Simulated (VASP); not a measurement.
Input of a VASP 6.6.1 run:

INCAR

```
SYSTEM = Ag
PREC     = Accurate       ! precision mode
ENCUT    = 520            ! plane-wave cutoff, eV
EDIFF    = 1E-6           ! SCF threshold, eV
ISMEAR   = -1             ! smearing method
SIGMA    = 0.1            ! smearing width, eV
LREAL    = .False.        ! projectors in reciprocal space
LASPH    = .True.         ! aspherical terms in the spheres
NELM     = 100            ! most SCF steps
ALGO     = Normal         ! electronic algorithm
ISIF     = 2              ! what is computed and relaxed
LWAVE    = .False.        ! write WAVECAR
LCHARG   = .True.         ! write CHGCAR
GGA      = PS             ! functional
LELF     = .True.         ! ELF
LVHAR    = .True.       
NBANDS   = 12             ! bands
```

File KPOINTS:

```
Automatic mesh
0
Gamma
  24 24 24
  0 0 0
```

Contents of POSCAR:

```
Ag
1.0
    0.0000000000      1.9929006153      1.9929006153
    1.9929006153      0.0000000000      1.9929006153
    1.9929006153      1.9929006153      0.0000000000
Ag
1
Direct
    0.0000000000      0.0000000000      0.0000000000
```

Potentials or basis: VASP PAW PBE potentials, release 64 (Ag).

Command:

```console
$ cat potpaw_PBE.64/Ag/POTCAR > POTCAR
$ mpirun -np 1 vasp_std > vasp.out
```

(1) Estimate the pressure.

Results:

(1) 6.7 GPa.

Caveat: the PAW data sets were made with another functional, which shifts forces and pressure a little.
